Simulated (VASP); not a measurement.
Here is a VASP 6.6.1 calculation.

File INCAR:

```
  PREC = Accurate
  ENCUT = 600
  EDIFF = 1E-6
  ISMEAR = 0
  SIGMA = 0.15
  LREAL = False
  LASPH = True
  NELM = 120
  ALGO = Normal
  ISIF = 2
  LWAVE = False
  LCHARG = False
  GGA = CA
  NBANDS = 33
  GGA_COMPAT = False
```

The input KPOINTS:

```
Automatic mesh
0
Gamma
  10 10 10
```

The input POSCAR:

```
In3Cu
1.0
    4.3341653501     -0.1141740445     -0.1141740445
   -0.1141740445      4.3341653501     -0.1141740445
   -0.1141740445     -0.1141740445      4.3341653501
In Cu
3 1
Direct
    0.0000000000      0.5000000000      0.5000000000
    0.5000000000      0.0000000000      0.5000000000
    0.5000000000      0.5000000000      0.0000000000
    0.0000000000      0.0000000000      0.0000000000
```

Potentials or basis: VASP PAW LDA potentials, release 64 (In_d, Cu).

Command:

```sh
$ cat potpaw_LDA.64/In_d/POTCAR potpaw_LDA.64/Cu/POTCAR > POTCAR
$ mpirun -np 1 vasp_std > vasp.out
```

Problem. What does it give for the band gap on the k mesh?

Solution. Zero (bands 25 and 26 overlap by 4.25 eV).

Problem. Predict the pressure.

Solution. 0.2 GPa.

Stress tensor (GPa, compression positive):
```
 0.18 -0.13 -0.13
-0.13  0.18 -0.13
-0.13 -0.13  0.18
```

Caveat: spin-orbit coupling is left out, which moves the levels of the heavy elements.
